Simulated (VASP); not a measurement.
# AlNi3 (Pm-3m) in VASP: a series of runs, part 2 of 2

VASP 6.6.1.

## 3. Single point, PBEsol, collinear spin, ferromagnetic start

INCAR

```
PREC = Accurate ; ENCUT = 520
EDIFF = 1E-7 ; ISMEAR = -1
SIGMA = 0.1 ; LREAL = F
LASPH = T ; NELM = 150
ALGO = Normal ; ISIF = 2
LWAVE = F ; LCHARG = T
ISPIN = 2 ; MAGMOM = 1 1 1 0
LORBIT = 11 ; LMAXMIX = 4
GGA = PS ; LELF = T
LVHAR = T ; NBANDS = 28
```

KPOINTS

```
Automatic mesh
0
Gamma
  6 6 6
```

POSCAR

```
AlNi3
1.0
    3.5230547267      0.0000000000      0.0000000000
    0.0000000000      3.5230547267      0.0000000000
    0.0000000000      0.0000000000      3.5230547267
Ni Al
3 1
Direct
    0.5000000000      0.5000000000      0.0000000000
    0.5000000000      0.0000000000      0.5000000000
    0.0000000000      0.5000000000      0.5000000000
    0.0000000000      0.0000000000      0.0000000000
```

Potentials or basis: VASP PAW PBE potentials, release 64 (Ni, Al).

Command:

```bash
$ cat potpaw_PBE.64/Ni/POTCAR potpaw_PBE.64/Al/POTCAR > POTCAR
$ mpirun -np 1 vasp_std > vasp.out
```

OUTCAR:

```text
PREC = Accurate
   ENCUT = 520
   EDIFF = 1E-7
   ISMEAR = -1
   LREAL = F
   LASPH = T
   NELM = 150
   ISIF = 2
   ISPIN = 2
   LORBIT = 11
   GGA = PS

 ion  position               nearest neighbor table
   1  0.500  0.500  0.000-   2 2.49   3 2.49   4 2.49   2 2.49   3 2.49   2 2.49   4 2.49   2 2.49
                             3 2.49   4 2.49   3 2.49   4 2.49
   2  0.500  0.000  0.500-   1 2.49   3 2.49   4 2.49   1 2.49   4 2.49   1 2.49   3 2.49   1 2.49
                             3 2.49   4 2.49   4 2.49   3 2.49
   3  0.000  0.500  0.500-   1 2.49   2 2.49   4 2.49   1 2.49   4 2.49   2 2.49   4 2.49   4 2.49
                             1 2.49   2 2.49   1 2.49   2 2.49
   4  0.000  0.000  0.000-   1 2.49   2 2.49   3 2.49   2 2.49   3 2.49   1 2.49   3 2.49   3 2.49
                             1 2.49   2 2.49   2 2.49   1 2.49

  LATTYP: Found a simple cubic cell.
 ALAT       =     3.5230547267

  Lattice vectors:

 A1 = (   3.5230547267,   0.0000000000,   0.0000000000)
 A2 = (   0.0000000000,   3.5230547267,   0.0000000000)
 A3 = (   0.0000000000,   0.0000000000,   3.5230547267)

Analysis of symmetry for initial positions (statically):
=====================================================================
 Subroutine PRICEL returns:
 Original cell was already a primitive cell.

 Routine SETGRP: Setting up the symmetry group for a
 simple cubic supercell.

 Subroutine GETGRP returns: Found 48 space group operations
 (whereof 48 operations were pure point group operations)
 out of a pool of 48 trial point group operations.

The static configuration has the point symmetry O_h .

Analysis of symmetry for dynamics (positions and initial velocities):
=====================================================================
 Subroutine PRICEL returns:
 Original cell was already a primitive cell.

 Routine SETGRP: Setting up the symmetry group for a
 simple cubic supercell.

 Subroutine GETGRP returns: Found 48 space group operations
 (whereof 48 operations were pure point group operations)
 out of a pool of 48 trial point group operations.

The dynamic configuration has the point symmetry O_h .

Analysis of structural, dynamic, and magnetic symmetry:
=====================================================================
 Subroutine PRICEL returns:
 Original cell was already a primitive cell.

 Routine SETGRP: Setting up the symmetry group for a
 simple cubic supercell.

 Subroutine GETGRP returns: Found 48 space group operations
 (whereof 48 operations were pure point group operations)
 out of a pool of 48 trial point group operations.

The overall configuration has the point symmetry O_h .

 Subroutine INISYM returns: Found 48 space group operations
 (whereof 48 operations are pure point group operations),
 and found     1 'primitive' translations

----------------------------------------------------------------------------------------

                                     Primitive cell

  volume of cell :      43.7279

  direct lattice vectors                    reciprocal lattice vectors
     3.523054727  0.000000000  0.000000000     0.283844583  0.000000000  0.000000000
[... 83 lines left out ...]
   ENCUT  =  520.0 eV  38.22 Ry    6.18 a.u.   6.55  6.55  6.55*2*pi/ulx,y,z
   NELM   =    150;   NELMIN=  2; NELMDL= -5     # of ELM steps
   EDIFF  = 0.1E-06   stopping-criterion for ELM
   LREAL  =      F    real-space projection
   EDIFFG = 0.1E-05   stopping-criterion for IOM
   NSW    =      0    number of steps for IOM
   IBRION =     -1    ionic relax: 0-MD 1-quasi-New 2-CG
   NFREE  =      0    steps in history (QN), initial steepest desc. (CG)
   ISIF   =      2    stress and relaxation
   ISYM   =      2    0-nonsym 1-usesym 2-fastsym
   POTIM  = 0.5000    time-step for ionic-motion
   TEBEG  =    0.0;   TEEND  =   0.0 temperature during run
   PSTRESS=    0.0 pullay stress
   NELECT =      33.0000    total number of electrons
   NUPDOWN=      -1.0000    fix difference up-down
   EMIN   =  10.00;   EMAX   =-10.00  energy-range for DOS
   EFERMI =   0.00;   METHOD = LEGACY
   ISMEAR =    -1;   SIGMA  =   0.10  broadening in eV -4-tet -1-fermi 0-gaus
   EFERMI_NEDOS =   21; number of points for ismear=-14 and -15
   IALGO  =     38    algorithm
   IMIX   =      4    mixing-type and parameters
     AMIX     =   0.40;   BMIX     =  1.00
     AMIX_MAG =   1.60;   BMIX_MAG =  1.00
  volume/ion in A,a.u.               =      10.93        73.77
  Fermi-wavevector in a.u.,A,eV,Ry     =   1.490482  2.816603 30.225843  2.221537
  Thomas-Fermi vector in A             =   2.603258
   LORBIT       =     11    0 simple, 1 ext, 2 COOP (PROOUT), +10 PAW based schemes
   GGA     = PS    functional components
   LHFCALC =     F    Hartree Fock is set to
   AEXX    =    0.0000 exact exchange contribution
   IVDW    =     0    specifies the selected vdW correction
   LEPSILON=     F    determine dielectric tensor
   LRPA    =     F    only Hartree local field effects (RPA)
 spin polarized calculation
  energy-cutoff  :      520.00
  volume of cell :       43.73
 maximum number of plane-waves:      1208
 NGX is ok and might be reduce to    28
   NGX = 13   NGY = 13   NGZ = 13

 number of electron      32.9999981 magnetization      -0.0038655

 number of electron      32.9999981 magnetization       0.0027310

 Free energy of the ion-electron system (eV)
  ---------------------------------------------------
  ext. energy  EPLUGINS =         0.00000000
  ---------------------------------------------------
  free energy    TOTEN  =       -24.35913585 eV

  energy without entropy =      -24.21615903  energy(sigma->0) =      -24.28764744

 E-fermi :   9.7577     XC(G=0): -13.0033

 val. band max:        9.7369141377   @ k =   0.3333   0.3333   0.3333
 cond. band min:       9.7617305762   @ k =   0.1667   0.1667   0.0000
 fundamental gap:      0.0248164384
 Fermi energy:         9.7577225389

 spin component 1

 k-point     1 :       0.0000    0.0000    0.0000
  band No.  band energies     occupation
      1      -0.4177      1.00000
      2       5.3325      1.00000
      3       6.0465      1.00000
      4       6.0465      1.00000
      5       6.4757      1.00000
      6       6.4757      1.00000
[... 609 lines left out ...]
     27      30.0365      0.00000
     28      30.0365      0.00000
 Fermi energy:         9.7577225389

 spin component 2

 k-point     1 :       0.0000    0.0000    0.0000
  band No.  band energies     occupation
      1      -0.4178      1.00000
      2       5.3329      1.00000
      3       6.0471      1.00000
      4       6.0471      1.00000
      5       6.4767      1.00000
      6       6.4767      1.00000
[... 609 lines left out ...]
     27      30.0363      0.00000
     28      30.0363      0.00000

------------------------ aborting loop because EDIFF is reached ----------------------------------------

  FORCE on cell =-STRESS in cart. coord.  units (eV):
  Direction    XX          YY          ZZ          XY          YZ          ZX
  --------------------------------------------------------------------------------------
  -------------------------------------------------------------------------------------
  Total       -0.1307756     -0.1307756     -0.1307756      0.0000000      0.0000000     -0.0000000
  in kB       -4.7915827     -4.7915827     -4.7915827      0.0000000      0.0000000     -0.0000000
  external PRESSURE =      -4.7915827 kB  Pullay stress =       0.0000000 kB

 VOLUME and BASIS-vectors are now :
 -----------------------------------------------------------------------------
  energy-cutoff  :      520.00
  volume of cell :       43.73
      direct lattice vectors                 reciprocal lattice vectors
     3.523054727  0.000000000  0.000000000     0.283844583  0.000000000  0.000000000
     0.000000000  3.523054727  0.000000000     0.000000000  0.283844583  0.000000000
     0.000000000  0.000000000  3.523054727     0.000000000  0.000000000  0.283844583

 POSITION                                       TOTAL-FORCE (eV/Angst)
 -----------------------------------------------------------------------------------
      1.76153      1.76153      0.00000         0.000000      0.000000      0.000000
      1.76153      0.00000      1.76153         0.000000      0.000000      0.000000
      0.00000      1.76153      1.76153         0.000000      0.000000      0.000000
      0.00000      0.00000      0.00000         0.000000      0.000000      0.000000
 -----------------------------------------------------------------------------------
    total drift:                                0.000000      0.000000      0.000000

  FREE ENERGIE OF THE ION-ELECTRON SYSTEM (eV)
  ---------------------------------------------------
  free  energy   TOTEN  =       -24.3591358550 eV

  energy  without entropy=      -24.2161590341  energy(sigma->0) =      -24.28764744

 total charge

# of ion       s       p       d       tot
------------------------------------------
    1        0.510   0.549   8.397   9.456
    2        0.510   0.549   8.397   9.456
    3        0.510   0.549   8.397   9.456
    4        0.410   0.405   0.000   0.814
--------------------------------------------------
tot          1.941   2.050  25.192  29.183

 magnetization (x)

# of ion       s       p       d       tot
------------------------------------------
    1       -0.000  -0.000   0.001   0.001
    2       -0.000  -0.000   0.001   0.001
    3       -0.000  -0.000   0.001   0.001
    4       -0.000  -0.000   0.000  -0.000
--------------------------------------------------
tot         -0.000  -0.000   0.003   0.003
```

It took 42 s on 1 thread of Intel Xeon Platinum 8559C (Emerald Rapids), shared host; peak memory 0.18 GiB.

What came out:

| Property | Result |
| --- | --- |
| Free energy | -24.3591 eV |
| Pressure | -0.5 GPa |
| Net moment | 0.00 μB per cell |
| Valence electrons inside the program's atomic spheres | Ni 9.46; Al 0.81 |

Levels at points of the mesh, in eV from the Fermi level:
Spin up:
```
           k point  band 13  band 14  band 15  band 16  band 17  band 18  band 19  band 20  band 21  band 22
(0.00, 0.00, 0.00)    -0.10     0.16     0.16     0.16     0.87     0.87     0.87     6.78     6.78     7.64
(0.50, 0.00, 0.00)    -1.09    -1.09    -0.94    -0.39     0.16     5.70     5.70     5.71     5.71     6.58
(0.50, 0.50, 0.00)    -1.23    -1.15    -0.87    -0.80    -0.50     1.04     1.04     8.33     8.33     8.43
(0.50, 0.50, 0.50)    -1.23    -0.98    -0.98    -0.25    -0.05    -0.05    -0.05     3.67     4.27     4.27
```
Spin down:
```
           k point  band 14  band 15  band 16  band 17  band 18  band 19  band 20  band 21
(0.00, 0.00, 0.00)     0.16     0.16     0.16     0.87     0.87     0.87     6.78     6.78
(0.50, 0.00, 0.00)    -1.09    -0.94    -0.39     0.16     5.70     5.70     5.71     5.71
(0.50, 0.50, 0.00)    -1.15    -0.87    -0.80    -0.50     1.05     1.05     8.33     8.33
(0.50, 0.50, 0.50)    -0.98    -0.98    -0.25    -0.05    -0.05    -0.05     3.67     4.27
```

Caveat: the PAW data sets were made with another functional, which shifts forces and pressure a little.

## 4. Single point, PBEsol, collinear spin, ferromagnetic start

INCAR

```
SYSTEM = AlNi3
  PREC = Accurate
  ENCUT = 520
  EDIFF = 1E-6
  ISMEAR = -1
  SIGMA = 0.1
  LREAL = .FALSE.
  LASPH = .TRUE.
  NELM = 150
  ALGO = Normal
  ISIF = 2
  LWAVE = .FALSE.
  LCHARG = .FALSE.
  ISPIN = 2
  MAGMOM = 1 1 1 0
  LORBIT = 11
  LMAXMIX = 4
  GGA = PS
  NBANDS = 28
```

KPOINTS

```
Automatic mesh
0
G
  6 6 6
  0 0 0
```

POSCAR is that of step 3.

Potentials or basis: VASP PAW PBE potentials, release 64 (Ni, Al).

Command:

```bash
$ cat potpaw_PBE.64/Ni/POTCAR potpaw_PBE.64/Al/POTCAR > POTCAR
$ mpirun -np 1 vasp_std > vasp.out
```

OUTCAR:

```text
SYSTEM = AlNi3
   PREC = Accurate
   ENCUT = 520
   EDIFF = 1E-6
   ISMEAR = -1
   LREAL = .FALSE.
   LASPH = .TRUE.
   NELM = 150
   ISIF = 2
   ISPIN = 2
   LORBIT = 11
   GGA = PS

 ion  position               nearest neighbor table
   1  0.500  0.500  0.000-   2 2.49   3 2.49   4 2.49   2 2.49   3 2.49   2 2.49   4 2.49   2 2.49
                             3 2.49   4 2.49   3 2.49   4 2.49
   2  0.500  0.000  0.500-   1 2.49   3 2.49   4 2.49   1 2.49   4 2.49   1 2.49   3 2.49   1 2.49
                             3 2.49   4 2.49   4 2.49   3 2.49
   3  0.000  0.500  0.500-   1 2.49   2 2.49   4 2.49   1 2.49   4 2.49   2 2.49   4 2.49   4 2.49
                             1 2.49   2 2.49   1 2.49   2 2.49
   4  0.000  0.000  0.000-   1 2.49   2 2.49   3 2.49   2 2.49   3 2.49   1 2.49   3 2.49   3 2.49
                             1 2.49   2 2.49   2 2.49   1 2.49

  LATTYP: Found a simple cubic cell.
 ALAT       =     3.5230547267

  Lattice vectors:

 A1 = (   3.5230547267,   0.0000000000,   0.0000000000)
 A2 = (   0.0000000000,   3.5230547267,   0.0000000000)
 A3 = (   0.0000000000,   0.0000000000,   3.5230547267)

Analysis of symmetry for initial positions (statically):
=====================================================================
 Subroutine PRICEL returns:
 Original cell was already a primitive cell.

 Routine SETGRP: Setting up the symmetry group for a
 simple cubic supercell.

 Subroutine GETGRP returns: Found 48 space group operations
 (whereof 48 operations were pure point group operations)
 out of a pool of 48 trial point group operations.

The static configuration has the point symmetry O_h .

Analysis of symmetry for dynamics (positions and initial velocities):
=====================================================================
 Subroutine PRICEL returns:
 Original cell was already a primitive cell.

 Routine SETGRP: Setting up the symmetry group for a
 simple cubic supercell.

 Subroutine GETGRP returns: Found 48 space group operations
 (whereof 48 operations were pure point group operations)
 out of a pool of 48 trial point group operations.

[... 166 lines left out ...]
 cond. band min:       9.7616843844   @ k =   0.1667   0.1667   0.0000
 fundamental gap:      0.0247159503
 Fermi energy:         9.7577286674

 spin component 1

 k-point     1 :       0.0000    0.0000    0.0000
  band No.  band energies     occupation
      1      -0.4177      1.00000
      2       5.3325      1.00000
      3       6.0465      1.00000
      4       6.0465      1.00000
      5       6.4757      1.00000
      6       6.4757      1.00000
[... 609 lines left out ...]
     27      30.0365      0.00000
     28      30.0365      0.00000
 Fermi energy:         9.7577286674

 spin component 2

 k-point     1 :       0.0000    0.0000    0.0000
  band No.  band energies     occupation
      1      -0.4178      1.00000
      2       5.3329      1.00000
      3       6.0471      1.00000
      4       6.0471      1.00000
      5       6.4768      1.00000
      6       6.4768      1.00000
[... 609 lines left out ...]
     27      30.0363      0.00000
     28      30.0363      0.00000

------------------------ aborting loop because EDIFF is reached ----------------------------------------

  FORCE on cell =-STRESS in cart. coord.  units (eV):
  Direction    XX          YY          ZZ          XY          YZ          ZX
  --------------------------------------------------------------------------------------
  -------------------------------------------------------------------------------------
  Total       -0.1314298     -0.1314298     -0.1314298     -0.0000000     -0.0000000      0.0000000
  in kB       -4.8155538     -4.8155538     -4.8155538     -0.0000000     -0.0000000      0.0000000
  external PRESSURE =      -4.8155538 kB  Pullay stress =       0.0000000 kB

 VOLUME and BASIS-vectors are now :
 -----------------------------------------------------------------------------
  energy-cutoff  :      520.00
  volume of cell :       43.73
      direct lattice vectors                 reciprocal lattice vectors
     3.523054727  0.000000000  0.000000000     0.283844583  0.000000000  0.000000000
     0.000000000  3.523054727  0.000000000     0.000000000  0.283844583  0.000000000
     0.000000000  0.000000000  3.523054727     0.000000000  0.000000000  0.283844583

 POSITION                                       TOTAL-FORCE (eV/Angst)
 -----------------------------------------------------------------------------------
      1.76153      1.76153      0.00000         0.000000      0.000000      0.000000
      1.76153      0.00000      1.76153         0.000000      0.000000      0.000000
      0.00000      1.76153      1.76153         0.000000      0.000000      0.000000
      0.00000      0.00000      0.00000         0.000000      0.000000      0.000000
 -----------------------------------------------------------------------------------
    total drift:                                0.000000      0.000000      0.000000

  FREE ENERGIE OF THE ION-ELECTRON SYSTEM (eV)
  ---------------------------------------------------
  free  energy   TOTEN  =       -24.3591358397 eV

  energy  without entropy=      -24.2161590847  energy(sigma->0) =      -24.28764746

 total charge

# of ion       s       p       d       tot
------------------------------------------
    1        0.510   0.549   8.397   9.456
    2        0.510   0.549   8.397   9.456
    3        0.510   0.549   8.397   9.456
    4        0.410   0.405   0.000   0.814
--------------------------------------------------
tot          1.941   2.050  25.192  29.183

 magnetization (x)

# of ion       s       p       d       tot
------------------------------------------
    1       -0.000  -0.000   0.001   0.001
    2       -0.000  -0.000   0.001   0.001
    3       -0.000  -0.000   0.001   0.001
    4       -0.000  -0.000   0.000  -0.000
--------------------------------------------------
tot         -0.000  -0.000   0.003   0.003
```

OSZICAR:

```text
N       E                     dE             d eps       ncg     rms          rms(c)
DAV:   1     0.197121265816E+03    0.19712E+03   -0.14081E+04  2272   0.154E+03
DAV:   2    -0.159459396447E+02   -0.21307E+03   -0.19742E+03  2248   0.296E+02
DAV:   3    -0.287569684961E+02   -0.12811E+02   -0.12047E+02  2488   0.905E+01
[... 14 lines left out ...]
DAV:  18    -0.243591236199E+02   -0.21143E-04   -0.15550E-04  2756   0.216E-01    0.158E-02
DAV:  19    -0.243591330492E+02   -0.94293E-05   -0.26226E-05  2800   0.451E-02    0.119E-02
DAV:  20    -0.243591344014E+02   -0.13522E-05   -0.20742E-05  2768   0.874E-02    0.389E-03
DAV:  21    -0.243591358009E+02   -0.13996E-05   -0.43770E-06  2160   0.359E-02    0.384E-03
DAV:  22    -0.243591358397E+02   -0.38767E-07   -0.17152E-07  1168   0.627E-03
   1 F= -.24359136E+02 E0= -.24287647E+02  d E =-.142977E+00  mag=     0.0014
```

stdout:

```text
POSCAR found type information on POSCAR NiAl
 POSCAR found :  2 types and       4 ions
 scaLAPACK will be used
 -----------------------------------------------------------------------------
|                                                                             |
|                                                                             |
|     You enforced a specific xc type in the INCAR file but a different       |
|     I HOPE YOU KNOW WHAT YOU ARE DOING!                                     |
|                                                                             |
 -----------------------------------------------------------------------------

 LDA part: xc-table for (Slater+PW92), standard interpolation
 POSCAR, INCAR and KPOINTS ok, starting setup
 FFT: planning ... GRIDC
 FFT: planning ... GRID_SOFT
 FFT: planning ... GRID
 WAVECAR not read
 entering main loop
```

Run time: 38 s. Hardware: 1 thread of Intel Xeon Platinum 8559C (Emerald Rapids), shared host; peak memory 0.19 GiB.

Results:

```yaml
Free_energy: -24.3591 eV
Pressure: -0.5 GPa
Net_moment: 0.00 μB per cell
Valence_electrons_inside_the_program's_atomic_spheres: Ni 9.46; Al 0.81
```

Levels at points of the mesh, in eV from the Fermi level:
Spin up:
```csv
k point,band 14,band 15,band 16,band 17,band 18,band 19,band 20,band 21
"(0.00, 0.00, 0.00)",0.16,0.16,0.16,0.87,0.87,0.87,6.78,6.78
"(0.50, 0.00, 0.00)",-1.09,-0.94,-0.39,0.16,5.70,5.70,5.71,5.71
"(0.50, 0.50, 0.00)",-1.15,-0.87,-0.80,-0.50,1.04,1.04,8.33,8.33
"(0.50, 0.50, 0.50)",-0.98,-0.98,-0.25,-0.05,-0.05,-0.05,3.67,4.27
```
Spin down:
```csv
k point,band 14,band 15,band 16,band 17,band 18,band 19,band 20,band 21
"(0.00, 0.00, 0.00)",0.16,0.16,0.16,0.87,0.87,0.87,6.78,6.78
"(0.50, 0.00, 0.00)",-1.09,-0.94,-0.39,0.16,5.70,5.70,5.71,5.71
"(0.50, 0.50, 0.00)",-1.15,-0.87,-0.80,-0.50,1.05,1.05,8.33,8.33
"(0.50, 0.50, 0.50)",-0.98,-0.98,-0.25,-0.05,-0.05,-0.05,3.67,4.27
```

Caveat: the PAW data sets were made with another functional, which shifts forces and pressure a little.
